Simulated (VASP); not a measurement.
Here is a VASP 6.6.1 calculation.

File INCAR:

```
SYSTEM = GaP
ALGO = Normal
EDIFF = 1E-7
ENCUT = 520
GGA = PE
ISIF = 2
ISMEAR = 0
LASPH = .TRUE.
LCHARG = .FALSE.
LREAL = .FALSE.
LWAVE = .FALSE.
NBANDS = 16
NELM = 100
PREC = Accurate
SIGMA = 0.05
```

The input KPOINTS:

```
k-points
0
G
  8 8 8
  0 0 0
```

Contents of POSCAR:

```
GaP
1.0
    0.0000000000      2.6149099718      2.8901636530
    2.6149099718      0.0000000000      2.8901636530
    2.6149099718      2.6149099718      0.0000000000
Ga P
1 1
Direct
    0.0000000000      0.0000000000      0.0000000000
    0.7500000000      0.7500000000      0.7500000000
```

Potentials or basis: VASP PAW PBE potentials, release 64 (Ga_d, P).

Launch:

```bash
$ cat potpaw_PBE.64/Ga_d/POTCAR potpaw_PBE.64/P/POTCAR > POTCAR
$ mpirun -np 1 vasp_std > vasp.out
```

Q: Predict the pressure.

A: 4.5 GPa.

Q: Predict the band gap on the k mesh.

A: 1.11 eV, indirect (least direct gap 1.71 eV).

Stress tensor (GPa, compression positive):
```
 7.40  0.00  0.00
 0.00  7.40  0.00
 0.00  0.00 -1.40
```

Caveat: the cell differs from its parent crystal (strain -0.050 along x and y, +0.050 along z). A k mesh can miss the band edges.
